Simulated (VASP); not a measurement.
SiO2: single point with PBE

SiO2, a sheet with vacuum:

```xyz
6
Lattice="5.3965 -0.0432 0.0000 -1.3305 2.3476 0.0000 0.0000 0.0000 27.6049" Properties=species:S:1:pos:R:3 pbc="T T T"
Si    0.0000    0.0000    8.0000
Si    2.6983   -0.0216    8.0000
O     0.0124    1.5578    7.0843
O     2.7107    1.5362    7.0843
O     1.3553    0.7681    8.9157
O     4.0536    0.7465    8.9157
```

```yaml
Program: VASP 6.6.1
Task: single point
Functional: PBE
Potentials_or_basis: VASP PAW PBE potentials, release 64 (Si, O)
Cutoff: 520 eV
k_mesh: 6 × 6 × 1
Occupations: gaussian, width 0.1 eV
Spin: no spin polarisation
```

```yaml
Largest_force: 0.014 eV/Å
Band_gap_on_the_k_mesh: 6.57 eV
```

Forces in eV/Å, atoms in the order of the input:
```
Si   0.000  0.000  0.000
Si   0.000  0.000  0.000
O    0.000  0.000 -0.014
O    0.000  0.000 -0.014
O    0.000  0.000  0.014
O    0.000  0.000  0.014
```

Levels at points of the mesh, in eV from the valence-band top:
| k point | band 14 | band 15 | band 16 | band 17 | band 18 | band 19 |
| --- | --- | --- | --- | --- | --- | --- |
| (0.00, 0.00, 0.00) | -0.89 | -0.80 | -0.58 | 6.57 | 8.02 | 8.37 |
| (0.50, 0.00, 0.00) | -0.99 | -0.06 | -0.06 | 8.72 | 8.72 | 9.57 |
| (0.00, 0.50, 0.00) | -1.29 | -0.80 | -0.80 | 8.02 | 8.02 | 10.40 |
| (0.50, 0.50, 0.00) | -1.28 | -0.19 | -0.19 | 10.09 | 10.09 | 12.28 |

Wall time 110 s on 1 thread of Intel(R) Xeon(R) 6975P-C (Granite Rapids), on a shared host, peak memory 0.48 GiB.

Caveat: the k points lie up to 0.45 Å⁻¹ apart.
